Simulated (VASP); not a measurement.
## Sc: single point with LDA

Crystal: Sc.

```
CELL_PARAMETERS angstrom
3.22868 0.00000 0.00000
-1.61434 2.79612 0.00000
0.00000 0.00000 4.99634
ATOMIC_POSITIONS crystal
Sc 0.66667 0.33333 0.75000
Sc 0.33333 0.66667 0.25000
```

```json
{"Program": "VASP 6.6.1", "Task": "single point", "Functional": "LDA", "Potentials or basis": "VASP PAW LDA potentials, release 64 (Sc_sv)", "Cutoff": "520 eV", "k mesh": "9 × 9 × 5", "Occupations": "fermi-dirac, width 0.05 eV", "Spin": "no spin polarisation"}
```

```json
{"Pressure": "0.1 GPa", "Band gap on the k mesh": "zero (bands 11 and 12 overlap by 1.59 eV)"}
```

Levels at points of the mesh, in eV from the Fermi level:
```tsv
k point	band 8	band 9	band 10	band 11	band 12	band 13	band 14	band 15
(0.00, 0.00, 0.00)	-27.26	-5.23	-1.76	0.98	1.63	1.63	1.97	2.15
```

Run time: 23 s on 1 thread of Intel Xeon 8259CL, on a shared host, peak memory 0.15 GiB.
